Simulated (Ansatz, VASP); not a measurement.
Given: the input of a run of VASP 6.6.1 on BaS.

The input INCAR:

```
PREC = Accurate
ENCUT = 600
EDIFF = 1E-7
ISMEAR = -1
SIGMA = 0.05
LREAL = False
LASPH = True
NELM = 100
ALGO = Normal
ISIF = 3
LWAVE = False
LCHARG = False
GGA = PS
IVDW = 13
IBRION = 2
NSW = 60
EDIFFG = -0.01
```

Contents of KPOINTS:

```
regular mesh
0
Gamma
  7 7 7
```

File POSCAR:

```
BaS
1.0
    0.0000000000      3.1937500000      3.1937500000
    3.1937500000      0.0000000000      3.1937500000
    3.1937500000      3.1937500000      0.0000000000
Ba S
1 1
Direct
    0.0000000000      0.0000000000      0.0000000000
    0.5000000000      0.5000000000      0.5000000000
```

Potentials or basis: VASP PAW PBE potentials, release 64 (Ba_sv, S).

Launch:

```console
$ cat potpaw_PBE.64/Ba_sv/POTCAR potpaw_PBE.64/S/POTCAR > POTCAR
$ mpirun -np 1 vasp_std > vasp.out
```

Problem. Translate it to Ansatz 0.2.0. Potentials there: Ansatz PAW.

Solution. As run (the cutoff follows the program's own potentials):

File input.yaml:

```yaml
crystal:
  lattice:
    - [0.0, 3.19375, 3.19375]
    - [3.19375, 0.0, 3.19375]
    - [3.19375, 3.19375, 0.0]
  atoms:
    - { symbol: Ba, position: [0.0, 0.0, 0.0] }
    - { symbol: S, position: [0.5, 0.5, 0.5] }
hamiltonian:
  xc: pbesol
  pseudopotentials: { kind: paw }
  dispersion: d4
kpoints:
  mp_grid: { grid: [7, 7, 7] }
scf:
  occupations: { method: fermi_dirac, width: 0.05 }
output:
  forces: true
  stress: true
relax:
  f_tol: 0.01
  max_steps: 40
  cell: { stress_tol: 0.05 }
```

Potentials or basis: Ansatz PAW.

Launch:

```bash
$ ansatz run input.yaml --threads 2 --pin off --max-ram 5632MiB --backend cpu --events-out ev --progress --plain --runs-dir out
```

Both were run:

|  | VASP | Ansatz | Ansatz less VASP |
| --- | --- | --- | --- |
| relaxed volume (Å³/atom) | 31.68 | 31.21 | -0.469 |
| relaxed cell length with the largest relative difference (Å) | 4.475 | 4.452 | -0.0222 |

VASP's potentials were made for PBE, not for PBEsol.

Spin-orbit coupling is off throughout. Noted on Ansatz's run: odd divisions of the mesh miss points on the zone boundary, where band edges often lie, so the gap on the mesh can be too wide; the plane-wave basis is chosen anew once the cell has moved, so the energies of steps on either side of that aren't comparable.
